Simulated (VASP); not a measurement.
# Ir (P6_3/mmc) in VASP: notebook, part 2 of 2

VASP 6.6.1.

## (4) Single point, PBEsol

This run uses another cell than the first one, of the same volume but with other edges.

Contents of INCAR:

```
  PREC = Accurate
  ENCUT = 520
  EDIFF = 1E-6
  ISMEAR = 0
  SIGMA = 0.15
  LREAL = False
  LASPH = True
  NELM = 100
  ALGO = Fast
  ISIF = 2
  LWAVE = False
  LCHARG = False
  GGA = PS
  NBANDS = 16
```

Contents of KPOINTS:

```
regular mesh
0
Gamma
  30 30 16
```

Contents of POSCAR:

```
Ir
1.0
    2.4913626746      0.0000000000      0.0000000000
   -1.2456813373      2.1575833663      0.0000000000
    0.0000000000      0.0000000000      5.2504584300
Ir
2
Direct
    0.6666666667      0.3333333333      0.7500000000
    0.3333333333      0.6666666667      0.2500000000
```

Potentials or basis: VASP PAW PBE potentials, release 64 (Ir).

Launch:

```bash
cat potpaw_PBE.64/Ir/POTCAR > POTCAR
mpirun -np 1 vasp_std > vasp.out
```

OUTCAR:

```text
PREC = Accurate
   ENCUT = 520
   EDIFF = 1E-6
   ISMEAR = 0
   LREAL = False
   LASPH = True
   NELM = 100
   ISIF = 2
   GGA = PS

 ion  position               nearest neighbor table
   1  0.667  0.333  0.750-   2 2.99   2 2.99   2 2.99   2 2.99   2 2.99   2 2.99
   2  0.333  0.667  0.250-   1 2.99   1 2.99   1 2.99   1 2.99   1 2.99   1 2.99

  LATTYP: Found a hexagonal cell.
 ALAT       =     2.4913626746
 C/A-ratio  =     2.1074645147

  Lattice vectors:

[... 646 lines left out ...]

------------------------ aborting loop because EDIFF is reached ----------------------------------------

  FORCE on cell =-STRESS in cart. coord.  units (eV):
  Direction    XX          YY          ZZ          XY          YZ          ZX
  --------------------------------------------------------------------------------------
  -------------------------------------------------------------------------------------
  Total       12.8809149     12.8809149     -6.5817510      0.0000000      0.0000000      0.0000000
  in kB      731.2325774    731.2325774   -373.6373373      0.0000000      0.0000000      0.0000000
  external PRESSURE =     362.9426058 kB  Pullay stress =       0.0000000 kB

 VOLUME and BASIS-vectors are now :
 -----------------------------------------------------------------------------
  energy-cutoff  :      520.00
  volume of cell :       28.22
      direct lattice vectors                 reciprocal lattice vectors
     2.491362675  0.000000000  0.000000000     0.401386763  0.231740756  0.000000000
    -1.245681337  2.157583366  0.000000000     0.000000000  0.463481512  0.000000000
     0.000000000  0.000000000  5.250458430     0.000000000  0.000000000  0.190459560

 POSITION                                       TOTAL-FORCE (eV/Angst)
 -----------------------------------------------------------------------------------
      1.24568      0.71919      3.93784         0.000000     -0.000000      0.000000
     -0.00000      1.43839      1.31261        -0.000000      0.000000      0.000000
 -----------------------------------------------------------------------------------
    total drift:                                0.000000     -0.000000     -0.000000

  FREE ENERGIE OF THE ION-ELECTRON SYSTEM (eV)
  ---------------------------------------------------
  free  energy   TOTEN  =       -17.8023979826 eV

  energy  without entropy=      -17.7740837473  energy(sigma->0) =      -17.78824086
```

OSZICAR:

```text
N       E                     dE             d eps       ncg     rms          rms(c)
DAV:   1     0.144091190405E+03    0.14409E+03   -0.85121E+03 26224   0.113E+03
DAV:   2    -0.150655446579E+02   -0.15916E+03   -0.14439E+03 26264   0.311E+02
DAV:   3    -0.188067987336E+02   -0.37413E+01   -0.36919E+01 36056   0.569E+01
DAV:   4    -0.188487054845E+02   -0.41907E-01   -0.41897E-01 30360   0.509E+00
DAV:   5    -0.188498662219E+02   -0.11607E-02   -0.11607E-02 36272   0.889E-01    0.262E+01
RMM:   6    -0.179863328268E+02    0.86353E+00   -0.86201E-01 26438   0.101E+01    0.114E+01
RMM:   7    -0.178105148263E+02    0.17582E+00   -0.50483E-01 27640   0.535E+00    0.239E+00
RMM:   8    -0.178016764629E+02    0.88384E-02   -0.70714E-02 28856   0.344E+00    0.421E-01
RMM:   9    -0.178031321230E+02   -0.14557E-02   -0.13563E-02 31054   0.757E-01    0.426E-01
RMM:  10    -0.178024469581E+02    0.68516E-03   -0.44265E-03 28445   0.849E-01    0.357E-01
RMM:  11    -0.178023919242E+02    0.55034E-04   -0.60903E-04 29534   0.161E-01    0.689E-02
RMM:  12    -0.178024129854E+02   -0.21061E-04   -0.11023E-04 31228   0.743E-02    0.464E-02
RMM:  13    -0.178024148192E+02   -0.18338E-05   -0.23908E-05 35733   0.313E-02    0.478E-02
RMM:  14    -0.178024091658E+02    0.56535E-05   -0.25349E-06 21165   0.158E-02    0.453E-02
RMM:  15    -0.178023982169E+02    0.10949E-04   -0.18124E-05 30602   0.465E-02    0.145E-02
RMM:  16    -0.178023979826E+02    0.23428E-06   -0.23248E-06 19019   0.120E-02
   1 F= -.17802398E+02 E0= -.17788241E+02  d E =-.283142E-01
```

Run time: 3.2 min. Hardware: 1 thread of Intel Xeon 6975P-C (Granite Rapids), shared host; peak memory 0.41 GiB.

Results:

| Item | Value |
| --- | --- |
| Free energy | -17.8024 eV |
| Pressure | 36.3 GPa |
| Band gap on the k mesh | zero (bands 9 and 10 overlap by 3.82 eV) |

Levels at points of the mesh, in eV from the Fermi level:
| k point | band 5 | band 6 | band 7 | band 8 | band 9 | band 10 | band 11 | band 12 | band 13 | band 14 |
| --- | --- | --- | --- | --- | --- | --- | --- | --- | --- | --- |
| (0.00, 0.00, 0.00) | -3.76 | -3.57 | -3.57 | -2.58 | 0.04 | 0.04 | 0.98 | 0.98 | 3.51 | 12.21 |
| (0.50, 0.00, 0.00) | -3.25 | -1.97 | -1.82 | 0.37 | 2.90 | 2.97 | 3.39 | 4.96 | 8.13 | 9.96 |
| (0.00, 0.00, 0.50) | -3.69 | -3.69 | -3.69 | -3.69 | 0.55 | 0.55 | 0.55 | 0.55 | 8.93 | 8.93 |
| (0.50, 0.00, 0.50) | -0.84 | -0.84 | -0.74 | -0.74 | 2.11 | 2.11 | 2.93 | 2.93 | 9.60 | 9.60 |

Caveat: the cell stands under pressure; the PAW data sets were made with another functional, which shifts forces and pressure a little; spin-orbit coupling is left out, which moves the levels of the heavy elements.

## (5) Overview

```csv
cell,further INCAR settings,gap on the mesh (eV),pressure (GPa)
"a = 2.675, b = 2.675, c = 4.554 Å, angles 90.0, 90.0, 120.0°, 2 atoms",ALGO = Fast; EDIFF = 1e-07; NBANDS = 16,none,1.9
"a = 2.929, b = 2.929, c = 3.799 Å, angles 90.0, 90.0, 120.0°, 2 atoms",ALGO = Fast; EDIFF = 1e-07; NBANDS = 16,none,20.6
"a = 2.491, b = 2.491, c = 5.250 Å, angles 90.0, 90.0, 120.0°, 2 atoms",ALGO = Fast; EDIFF = 1e-06; NBANDS = 16,none,36.3
```

Alike in all rows: task single point; level PBEsol; potentials or basis VASP PAW PBE potentials, release 64 (Ir); no spin polarisation; k mesh 30 × 30 × 16; cutoff (eV) 520; smearing gaussian 0.15 eV.

Caveats: the PAW data sets were made with another functional, which shifts forces and pressure a little; spin-orbit coupling is left out, which moves the levels of the heavy elements; the cell stands under pressure (at least some runs).

Total energies depend on the potentials used, so only differences within one code and one set of settings carry meaning.
